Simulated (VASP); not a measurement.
# WC (P-6m2) in VASP: notebook

Aim: see how the results for WC move with the level of theory and the settings. Levels: LDA, PBE. Tasks: single point.

Everything below comes from runs of VASP 6.6.1. Logs are shortened: lines on timing, memory, paths and dates and some standing lists are left out, and cuts for length are marked.

## Step 1: The cell of the first run

It takes space group P-6m2 (No. 187, hexagonal). Conventional cell: a = 2.921 Å, b = 2.921 Å, c = 2.847 Å, α = 90.00°, β = 90.00°, γ = 120.00°. Within 3.0 Å of W (site symmetry -6m2) lie 6 C at 2.21 Å and 8 W at 2.85 to 2.92 Å. C (site symmetry -6m2) has 6 W at 2.21 Å and 8 C at 2.85 to 2.92 Å within 3.0 Å.

## Step 2: Single point, LDA, non-collinear spin, zero start, spin-orbit coupling

The input, INCAR:

```
PREC = Accurate ; ENCUT = 520
EDIFF = 1E-6 ; ISMEAR = 0
SIGMA = 0.05 ; LREAL = F
LASPH = T ; NELM = 150
ALGO = Normal ; ISIF = 2
LWAVE = F ; LCHARG = F
LNONCOLLINEAR = T ; MAGMOM = 0 0 0 0 0 0
LORBIT = 11 ; LSORBIT = T
GGA_COMPAT = F ; LORBMOM = T
LMAXMIX = 4 ; GGA = CA
NBANDS = 30
```

The input, KPOINTS:

```
Automatic mesh
0
Gamma
  14 14 12
```

The input, POSCAR:

```
WC
1.0
    2.9209539620      0.0000000000      0.0000000000
   -1.4604769810      2.5296203344      0.0000000000
    0.0000000000      0.0000000000      2.8466159029
W C
1 1
Direct
    0.0000000000      0.0000000000      0.0000000000
    0.6666666667      0.3333333333      0.5000000000
```

Potentials or basis: VASP PAW LDA potentials, release 64 (W_sv, C).

Started as:

```
$ cat potpaw_LDA.64/W_sv/POTCAR potpaw_LDA.64/C/POTCAR > POTCAR
$ mpirun -np 1 vasp_ncl > vasp.out
```

OUTCAR:

```text
PREC = Accurate
   ENCUT = 520
   EDIFF = 1E-6
   ISMEAR = 0
   LREAL = F
   LASPH = T
   NELM = 150
   ISIF = 2
   LNONCOLLINEAR = T
   LORBIT = 11
   LSORBIT = T
   GGA = CA

 ion  position               nearest neighbor table
   1  0.000  0.000  0.000-   2 2.21   2 2.21   2 2.21   2 2.21   2 2.21   2 2.21
   2  0.667  0.333  0.500-   1 2.21   1 2.21   1 2.21   1 2.21   1 2.21   1 2.21

  LATTYP: Found a hexagonal cell.
 ALAT       =     2.9209539620
 C/A-ratio  =     0.9745500751

  Lattice vectors:

 A1 = (   2.9209539620,   0.0000000000,   0.0000000000)
 A2 = (  -1.4604769810,   2.5296203344,   0.0000000000)
 A3 = (   0.0000000000,   0.0000000000,   2.8466159029)

Analysis of symmetry for initial positions (statically):
=====================================================================
 Subroutine PRICEL returns:
 Original cell was already a primitive cell.

 Routine SETGRP: Setting up the symmetry group for a
 hexagonal supercell.

 Subroutine GETGRP returns: Found 12 space group operations
 (whereof 12 operations were pure point group operations)
 out of a pool of 24 trial point group operations.

The static configuration has the point symmetry D_3h.

Analysis of symmetry for dynamics (positions and initial velocities):
=====================================================================
 Subroutine PRICEL returns:
 Original cell was already a primitive cell.

 Routine SETGRP: Setting up the symmetry group for a
 hexagonal supercell.

 Subroutine GETGRP returns: Found 12 space group operations
 (whereof 12 operations were pure point group operations)
 out of a pool of 24 trial point group operations.

The dynamic configuration has the point symmetry D_3h.

Analysis of structural, dynamic, and magnetic symmetry:
=====================================================================
 Subroutine PRICEL returns:
 Original cell was already a primitive cell.

 Routine SETGRP: Setting up the symmetry group for a
 hexagonal supercell.

 Subroutine GETGRP returns: Found 12 space group operations
 (whereof 12 operations were pure point group operations)
 out of a pool of 24 trial point group operations.

The overall configuration has the point symmetry D_3h.

 Subroutine INISYM returns: Found 12 space group operations
 (whereof 12 operations are pure point group operations),
 and found     1 'primitive' translations

----------------------------------------------------------------------------------------

                                     Primitive cell

  volume of cell :      21.0334

  direct lattice vectors                    reciprocal lattice vectors
     2.920953962  0.000000000  0.000000000     0.342353907  0.197658120  0.000000000
    -1.460476981  2.529620334  0.000000000     0.000000000  0.395316240  0.000000000
     0.000000000  0.000000000  2.846615903     0.000000000  0.000000000  0.351294321

  length of vectors
     2.920953962  2.920953962  2.846615903     0.395316240  0.395316240  0.351294321

  position of ions in fractional coordinates (direct lattice)
     0.000000000  0.000000000  0.000000000
     0.666666667  0.333333333  0.500000000

  ion indices of the primitive-cell ions
   primitive index   ion index
                 1           1
                 2           2

----------------------------------------------------------------------------------------

 KPOINTS: Automatic mesh

Automatic generation of k-mesh.
 Grid dimensions read from file:
 generate k-points for:   14   14   12

 Generating k-lattice:

  Cartesian coordinates                     Fractional coordinates (reciprocal lattice)
     0.024453850  0.014118437  0.000000000     0.071428571  0.000000000  0.000000000
     0.000000000  0.028236874  0.000000000     0.000000000  0.071428571  0.000000000
     0.000000000  0.000000000  0.029274527     0.000000000  0.000000000  0.083333333
[... 100 lines left out ...]

 number of electron      18.0000000 magnetization      -0.0000000      0.0000000      0.0000000

 Free energy of the ion-electron system (eV)
  ---------------------------------------------------
  ext. energy  EPLUGINS =         0.00000000
  ---------------------------------------------------
  free energy    TOTEN  =       -25.44093749 eV

  energy without entropy =      -25.44057128  energy(sigma->0) =      -25.44075438

 E-fermi :  10.8165     XC(G=0): -13.9048

 val. band max:       10.7928996075   @ k =   0.0714   0.0714   0.5000
 cond. band min:      10.8235335929   @ k =   0.0714   0.0714   0.4167
 fundamental gap:      0.0306339854
 Fermi energy:        10.8165337323

 k-point     1 :       0.0000    0.0000    0.0000
  band No.  band energies     occupation
      1     -62.7909      1.00000
      2     -62.7909      1.00000
      3     -32.9705      1.00000
      4     -32.9705      1.00000
      5     -24.1695      1.00000
      6     -24.1695      1.00000
[... 781 lines left out ...]
     29      23.8549      0.00000
     30      23.8643      0.00000

 [... further k-points ...]

------------------------ aborting loop because EDIFF is reached ----------------------------------------

  FORCE on cell =-STRESS in cart. coord.  units (eV):
  Direction    XX          YY          ZZ          XY          YZ          ZX
  --------------------------------------------------------------------------------------
  -------------------------------------------------------------------------------------
  Total       -1.4738100     -1.4738100     -1.6754471      0.0000000     -0.0000000      0.0000000
  in kB     -112.2646859   -112.2646859   -127.6240096      0.0000000     -0.0000000      0.0000000
  external PRESSURE =    -117.3844605 kB  Pullay stress =       0.0000000 kB

 VOLUME and BASIS-vectors are now :
 -----------------------------------------------------------------------------
  energy-cutoff  :      520.00
  volume of cell :       21.03
      direct lattice vectors                 reciprocal lattice vectors
     2.920953962  0.000000000  0.000000000     0.342353907  0.197658120  0.000000000
    -1.460476981  2.529620334  0.000000000     0.000000000  0.395316240  0.000000000
     0.000000000  0.000000000  2.846615903     0.000000000  0.000000000  0.351294321

 POSITION                                       TOTAL-FORCE (eV/Angst)
 -----------------------------------------------------------------------------------
      0.00000      0.00000      0.00000        -0.000000      0.000000      0.000000
      1.46048      0.84321      1.42331         0.000000     -0.000000      0.000000
 -----------------------------------------------------------------------------------
    total drift:                               -0.000000      0.000000     -0.000000

  FREE ENERGIE OF THE ION-ELECTRON SYSTEM (eV)
  ---------------------------------------------------
  free  energy   TOTEN  =       -25.4409374850 eV

  energy  without entropy=      -25.4405712757  energy(sigma->0) =      -25.44075438

 orbital moment (x)

 # of ion     p       d       tot
 ----------------------------------------
  1         0.000  -0.000  -0.000
  2         0.000   0.000   0.000
 ----------------------------------------
            0.000  -0.000  -0.000

 orbital moment (y)

 # of ion     p       d       tot
 ----------------------------------------
  1         0.000  -0.000  -0.000
  2         0.000   0.000   0.000
 ----------------------------------------
            0.000  -0.000  -0.000

 orbital moment (z)

 # of ion     p       d       tot
 ----------------------------------------
  1         0.000   0.000   0.000
  2         0.000   0.000   0.000
 ----------------------------------------
            0.000   0.000   0.000

 Spin-Orbit-Coupling matrix elements

 Ion:    1  E_soc:     -1.5141927
 l=   1
     0.0000000    -0.2214893    -0.2254371
    -0.2214893     0.0000000    -0.2214893
    -0.2254371    -0.2214893     0.0000000
 l=   2
     0.0000000    -0.0056851     0.0000000    -0.0056851    -0.0276492
    -0.0056851     0.0000000    -0.0165690    -0.0051531    -0.0056851
     0.0000000    -0.0165690     0.0000000    -0.0165690     0.0000000
    -0.0056851    -0.0051531    -0.0165690     0.0000000    -0.0056851
    -0.0276492    -0.0056851     0.0000000    -0.0056851     0.0000000
 l=   3
     0.0000000     0.0000000     0.0000000     0.0000000     0.0000000     0.0000000     0.0000000
     0.0000000     0.0000000     0.0000000     0.0000000     0.0000000     0.0000000     0.0000000
     0.0000000     0.0000000     0.0000000     0.0000000     0.0000000     0.0000000     0.0000000
     0.0000000     0.0000000     0.0000000     0.0000000     0.0000000     0.0000000     0.0000000
     0.0000000     0.0000000     0.0000000     0.0000000     0.0000000     0.0000000     0.0000000
     0.0000000     0.0000000     0.0000000     0.0000000     0.0000000     0.0000000     0.0000000
     0.0000000     0.0000000     0.0000000     0.0000000     0.0000000     0.0000000     0.0000000

 Ion:    2  E_soc:     -0.0002930
 l=   1
     0.0000000    -0.0000504    -0.0000458
    -0.0000504     0.0000000    -0.0000504
    -0.0000458    -0.0000504     0.0000000
 l=   2
     0.0000000     0.0000000     0.0000000     0.0000000     0.0000000
     0.0000000     0.0000000     0.0000000     0.0000000     0.0000000
     0.0000000     0.0000000     0.0000000     0.0000000     0.0000000
     0.0000000     0.0000000     0.0000000     0.0000000     0.0000000
     0.0000000     0.0000000     0.0000000     0.0000000     0.0000000
 l=   3
     0.0000000     0.0000000     0.0000000     0.0000000     0.0000000     0.0000000     0.0000000
     0.0000000     0.0000000     0.0000000     0.0000000     0.0000000     0.0000000     0.0000000
     0.0000000     0.0000000     0.0000000     0.0000000     0.0000000     0.0000000     0.0000000
     0.0000000     0.0000000     0.0000000     0.0000000     0.0000000     0.0000000     0.0000000
     0.0000000     0.0000000     0.0000000     0.0000000     0.0000000     0.0000000     0.0000000
     0.0000000     0.0000000     0.0000000     0.0000000     0.0000000     0.0000000     0.0000000
     0.0000000     0.0000000     0.0000000     0.0000000     0.0000000     0.0000000     0.0000000

 total charge

# of ion       s       p       d       tot
------------------------------------------
    1        2.347   6.416   3.429  12.192
    2        0.843   1.561   0.000   2.405
--------------------------------------------------
tot          3.190   7.978   3.429  14.597

 magnetization (x)

# of ion       s       p       d       tot
------------------------------------------
    1        0.000   0.000   0.000   0.000
    2       -0.000   0.000   0.000   0.000
--------------------------------------------------
tot          0.000   0.000   0.000   0.000

 magnetization (y)

# of ion       s       p       d       tot
------------------------------------------
    1       -0.000   0.000   0.000   0.000
    2        0.000   0.000   0.000   0.000
--------------------------------------------------
tot         -0.000   0.000   0.000   0.000

 magnetization (z)

# of ion       s       p       d       tot
------------------------------------------
    1        0.000   0.000  -0.000  -0.000
    2        0.000  -0.000   0.000  -0.000
--------------------------------------------------
tot          0.000   0.000  -0.000  -0.000
```

It took 1.8 min on 1 thread of Intel Xeon 6975P-C (Granite Rapids), shared host; peak memory 0.36 GiB.

What came out:

- Free energy: -25.4409 eV
- Pressure: -11.7 GPa
- Net moment: 0.00 μB per cell
- Valence electrons inside the program's atomic spheres: W 12.19; C 2.40

Moments on the atoms (μB; x, y, z):
```
W   0.00 0.00 0.00
C   0.00 0.00 0.00
```

Caveat: the cell stands under tension.

## Step 3: Single point, PBE, non-collinear spin, zero start, spin-orbit coupling

The input, INCAR:

```
  PREC = Accurate
  ENCUT = 520
  EDIFF = 1E-6
  ISMEAR = 0
  SIGMA = 0.025
  LREAL = False
  LASPH = True
  NELM = 150
  ALGO = Normal
  ISIF = 2
  LWAVE = False
  LCHARG = True
  MAGMOM = 0 0 0 0 0 0
  LORBIT = 11
  LSORBIT = True
  GGA_COMPAT = False
  LORBMOM = True
  LMAXMIX = 4
  GGA = PE
  LVHAR = True
  NBANDS = 30
```

KPOINTS is that of step 2.

POSCAR is that of step 2.

Potentials or basis: VASP PAW PBE potentials, release 64 (W_sv, C).

Started as:

```
$ cat potpaw_PBE.64/W_sv/POTCAR potpaw_PBE.64/C/POTCAR > POTCAR
$ mpirun -np 1 vasp_ncl > vasp.out
```

OUTCAR:

```text
PREC = Accurate
   ENCUT = 520
   EDIFF = 1E-6
   ISMEAR = 0
   LREAL = False
   LASPH = True
   NELM = 150
   ISIF = 2
   LORBIT = 11
   LSORBIT = True
   GGA = PE

 ion  position               nearest neighbor table
   1  0.000  0.000  0.000-   2 2.21   2 2.21   2 2.21   2 2.21   2 2.21   2 2.21
   2  0.667  0.333  0.500-   1 2.21   1 2.21   1 2.21   1 2.21   1 2.21   1 2.21

  LATTYP: Found a hexagonal cell.
 ALAT       =     2.9209539620
 C/A-ratio  =     0.9745500751

  Lattice vectors:

 A1 = (   2.9209539620,   0.0000000000,   0.0000000000)
 A2 = (  -1.4604769810,   2.5296203344,   0.0000000000)
 A3 = (   0.0000000000,   0.0000000000,   2.8466159029)

[... 1087 lines left out ...]
 l=   3
     0.0000000     0.0000000     0.0000000     0.0000000     0.0000000     0.0000000     0.0000000
     0.0000000     0.0000000     0.0000000     0.0000000     0.0000000     0.0000000     0.0000000
     0.0000000     0.0000000     0.0000000     0.0000000     0.0000000     0.0000000     0.0000000
     0.0000000     0.0000000     0.0000000     0.0000000     0.0000000     0.0000000     0.0000000
     0.0000000     0.0000000     0.0000000     0.0000000     0.0000000     0.0000000     0.0000000
     0.0000000     0.0000000     0.0000000     0.0000000     0.0000000     0.0000000     0.0000000
     0.0000000     0.0000000     0.0000000     0.0000000     0.0000000     0.0000000     0.0000000

 total charge

# of ion       s       p       d       tot
------------------------------------------
    1        2.345   6.419   3.390  12.154
    2        0.854   1.562   0.000   2.416
--------------------------------------------------
tot          3.198   7.981   3.390  14.570

 magnetization (x)

# of ion       s       p       d       tot
------------------------------------------
    1       -0.000   0.000   0.000  -0.000
    2        0.000   0.000   0.000   0.000
--------------------------------------------------
tot         -0.000   0.000   0.000  -0.000

 magnetization (y)

# of ion       s       p       d       tot
------------------------------------------
    1       -0.000  -0.000  -0.000  -0.000
    2        0.000   0.000   0.000   0.000
--------------------------------------------------
tot         -0.000   0.000  -0.000   0.000

 magnetization (z)

# of ion       s       p       d       tot
------------------------------------------
    1        0.000  -0.000   0.000  -0.000
    2        0.000   0.000   0.000   0.000
--------------------------------------------------
tot          0.000  -0.000   0.000   0.000
```

stdout:

```text
POSCAR found type information on POSCAR W C
 POSCAR found :  2 types and       2 ions
 scaLAPACK will be used
 LDA part: xc-table for (Slater+PW92), standard interpolation
 POSCAR, INCAR and KPOINTS ok, starting setup
 FFT: planning ... GRIDC
 FFT: planning ... GRID_SOFT
 FFT: planning ... GRID
 WAVECAR not read
 entering main loop
```

It took 2 min on 1 thread of Intel Xeon 6975P-C (Granite Rapids), shared host; peak memory 0.38 GiB.

What came out:

* Free energy: -23.2024 eV
* Pressure: 2.1 GPa
* Net moment: 0.00 μB per cell
* Valence electrons inside the program's atomic spheres: W 12.15; C 2.42

Moments on the atoms (μB; x, y, z):
```
W   0.00 0.00 0.00
C   0.00 0.00 0.00
```
